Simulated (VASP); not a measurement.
Set up this calculation in VASP 6.6.1, as the native input.

- Task: single point
- Functional: r2SCAN
- Potentials or basis: VASP PAW PBE potentials, release 64 (N, Sb, Ga_d)
- Cutoff: 520 eV
- k mesh: 6 × 6 × 4
- Occupations: fermi-dirac, width 0.02 eV
- Spin: no spin polarisation
- Dipole correction: no
- Further INCAR settings: ALGO = Normal; EDIFF = 1e-06; NBANDS = 46

Ga4Sb3N:

```xyz
8
Lattice="7.6448 -2.0307 0.0553 7.6448 2.0307 0.0553 -3.3119 0.0000 6.0914" Properties=species:S:1:pos:R:3 pbc="T T T"
N    -2.1219    0.0000    3.9705
Sb   11.0907    0.0000    0.5461
Sb    7.0575    0.0000    1.0389
Sb    2.0449    0.0000    3.7742
Ga   -0.4189    0.0000    4.9867
Ga   13.3577    0.0000    2.0943
Ga    9.2512    0.0000    2.3287
Ga    4.6550    0.0000    4.5183
```

One way to write it, as run:

POSCAR

```
Ga4Sb3N
1.0
    7.6447596339     -2.0306889521      0.0553161362
    7.6447596339      2.0306889521      0.0553161362
   -3.3118567591      0.0000000000      6.0914149852
N Sb Ga
1 3 4
Direct
    0.0023959687      0.0023959687      0.6517681820
    0.7418819043      0.7418819043      0.0761798816
    0.4965786301      0.4965786301      0.1615258708
    0.2669053585      0.2669053585      0.6147451253
    0.1493443177      0.1493443177      0.8159351604
    0.9444064381      0.9444064381      0.3266644990
    0.6851829797      0.6851829797      0.3698533098
    0.4633044030      0.4633044030      0.7333279709
```

INCAR.step1

```
SYSTEM = Ga4Sb3N
  PREC = Accurate
  ENCUT = 520
  ISMEAR = -1
  SIGMA = 0.02
  LREAL = .False.
  LASPH = .True.
  NELM = 100
  NBANDS = 46
  GGA = PE
  ALGO = Normal
  EDIFF = 1E-4
  LWAVE = .True.
  LCHARG = .False.
```

INCAR.step2

```
SYSTEM = Ga4Sb3N
  PREC = Accurate
  ENCUT = 520
  EDIFF = 1E-6
  ISMEAR = -1
  SIGMA = 0.02
  LREAL = .False.
  LASPH = .True.
  NELM = 100
  ALGO = Normal
  ISIF = 2
  LWAVE = .False.
  LCHARG = .False.
  METAGGA = R2SCAN
  LMIXTAU = .True.
  NBANDS = 46
  ISTART = 1
```

KPOINTS

```
Automatic mesh
0
Gamma
  6 6 4
  0 0 0
```

Potentials or basis: VASP PAW PBE potentials, release 64 (N, Sb, Ga_d).

Launch:

```console
$ cat potpaw_PBE.64/N/POTCAR potpaw_PBE.64/Sb/POTCAR potpaw_PBE.64/Ga_d/POTCAR > POTCAR
$ cp INCAR.step1 INCAR
$ mpirun -np 1 vasp_std > vasp.out
$ cp INCAR.step2 INCAR
$ mpirun -np 1 vasp_std > vasp.out
```

It gave:

```yaml
Pressure: 0.2 GPa
Largest_force: 0.055 eV/Å
Band_gap_on_the_k_mesh: zero (bands 36 and 37 overlap by 0.69 eV)
```

Caveat: semilocal functionals underestimate gaps, and a narrow one can read as zero; the PAW data sets were made with another functional, which shifts forces and pressure a little; spin-orbit coupling is left out, which moves the levels of the heavy elements.

Wall time 31 min on 1 thread of AMD EPYC 9R45 96-Core Processor (Zen 5) (shared host), peak memory 0.67 GiB.
